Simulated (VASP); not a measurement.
A run of VASP 6.6.1 is set up as follows.

File INCAR:

```
SYSTEM = Si
ALGO     = Normal         ! electronic algorithm
EDIFF    = 1E-7           ! SCF threshold, eV
EDIFFG   = -0.02          ! ionic threshold
ENCUT    = 500            ! plane-wave cutoff, eV
GGA      = PE             ! functional
GGA_COMPAT= .False.      
IBRION   = 2              ! ionic algorithm
ISIF     = 3              ! what is computed and relaxed
ISMEAR   = -1             ! smearing method
LASPH    = .True.         ! aspherical terms in the spheres
LCHARG   = .False.        ! write CHGCAR
LREAL    = .False.        ! projectors in reciprocal space
LWAVE    = .False.        ! write WAVECAR
NELM     = 120            ! most SCF steps
NELMIN   = 4            
NSW      = 80             ! ionic steps
PREC     = Accurate       ! precision mode
SIGMA    = 0.05           ! smearing width, eV
```

KPOINTS

```
k-points
0
Gamma
  10 10 10
  0 0 0
```

POSCAR

```
Si
1.0
    0.0000000000      1.9750000000      1.9750000000
    1.9750000000      0.0000000000      1.9750000000
    1.9750000000      1.9750000000      0.0000000000
Si
1
Direct
    0.0000000000      0.0000000000      0.0000000000
```

Potentials or basis: VASP PAW PBE potentials, release 64 (Si).

Run with:

```bash
$ cat potpaw_PBE.64/Si/POTCAR > POTCAR
$ mpirun -np 1 vasp_std > vasp.out
```

Q: Predict the band gap on the k mesh.

A: Zero (bands 2 and 3 overlap by 13.78 eV).

Q: Predict the space group after relaxing (to 0.1 Å).

A: Fm-3m (No. 225).

Final structure:
```cif
data_structure
_symmetry_space_group_name_H-M 'P 1'
_symmetry_Int_Tables_number 1
_cell_length_a 2.7292
_cell_length_b 2.7292
_cell_length_c 2.7292
_cell_angle_alpha 60.000
_cell_angle_beta 60.000
_cell_angle_gamma 60.000
_cell_volume 14.38
loop_
_atom_site_label
_atom_site_type_symbol
_atom_site_fract_x
_atom_site_fract_y
_atom_site_fract_z
_atom_site_occupancy
Si1 Si 0.00000 0.00000 0.00000 1
```
